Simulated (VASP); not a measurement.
Here is a VASP 6.6.1 calculation.

Contents of INCAR:

```
PREC     = Accurate       # precision mode
ENCUT    = 520            # plane-wave cutoff, eV
EDIFF    = 1E-8           # SCF threshold, eV
ISMEAR   = -1             # smearing method
SIGMA    = 0.01           # smearing width, eV
LREAL    = Auto         
LASPH    = True           # aspherical terms in the spheres
NELM     = 100            # most SCF steps
ALGO     = Normal         # electronic algorithm
ISIF     = 2              # what is computed and relaxed
LWAVE    = False          # write WAVECAR
LCHARG   = False          # write CHGCAR
GGA      = PE             # functional
LEFG     = True         
NBANDS   = 117            # bands
```

Contents of KPOINTS:

```
regular mesh
0
Gamma
  4 4 2
```

Contents of POSCAR:

```
SiMo7S16
1.0
    6.3380000000      0.0000000000      0.0000000000
   -3.1690000000      5.4888690092      0.0000000000
    0.0000000000      0.0000000000     12.3240000000
Si Mo S
1 7 16
Direct
    0.1666666666      0.3333333334      0.2500000000
    0.1666666666      0.8333333334      0.2500000000
    0.6666666666      0.3333333334      0.2500000000
    0.6666666666      0.8333333334      0.2500000000
    0.3333333334      0.1666666666      0.7500000000
    0.3333333334      0.6666666666      0.7500000000
    0.8333333334      0.1666666666      0.7500000000
    0.8333333334      0.6666666666      0.7500000000
    0.1666666666      0.3333333334      0.6230000000
    0.1666666666      0.8333333334      0.6230000000
    0.6666666666      0.3333333334      0.6230000000
    0.6666666666      0.8333333334      0.6230000000
    0.3333333334      0.1666666666      0.1230000000
    0.3333333334      0.6666666666      0.1230000000
    0.8333333334      0.1666666666      0.1230000000
    0.8333333334      0.6666666666      0.1230000000
    0.1666666666      0.3333333334      0.8770000000
    0.1666666666      0.8333333334      0.8770000000
    0.6666666666      0.3333333334      0.8770000000
    0.6666666666      0.8333333334      0.8770000000
    0.3333333334      0.1666666666      0.3770000000
    0.3333333334      0.6666666666      0.3770000000
    0.8333333334      0.1666666666      0.3770000000
    0.8333333334      0.6666666666      0.3770000000
```

Potentials or basis: VASP PAW PBE potentials, release 64 (Si, Mo_sv, S).

Launch:

```sh
$ cat potpaw_PBE.64/Si/POTCAR potpaw_PBE.64/Mo_sv/POTCAR potpaw_PBE.64/S/POTCAR > POTCAR
$ mpirun -np 1 vasp_std > vasp.out
```

Task: Predict the band gap on the k mesh.

Result: Zero (band 99 reaches 7.01 eV, above the bottom of band 100 at 6.88 eV).

Task: Predict the pressure.

Result: 2.0 GPa.

Task: Predict the largest force.

Result: 0.900 eV/Å.

Stress tensor (GPa, compression positive):
```
 3.44  0.00  0.00
 0.00  3.44  0.00
 0.00  0.00 -0.74
```

Caveat: without QUAD_EFG the Cq values of the log hold for a quadrupole moment of 1 mb, not for the nuclei.
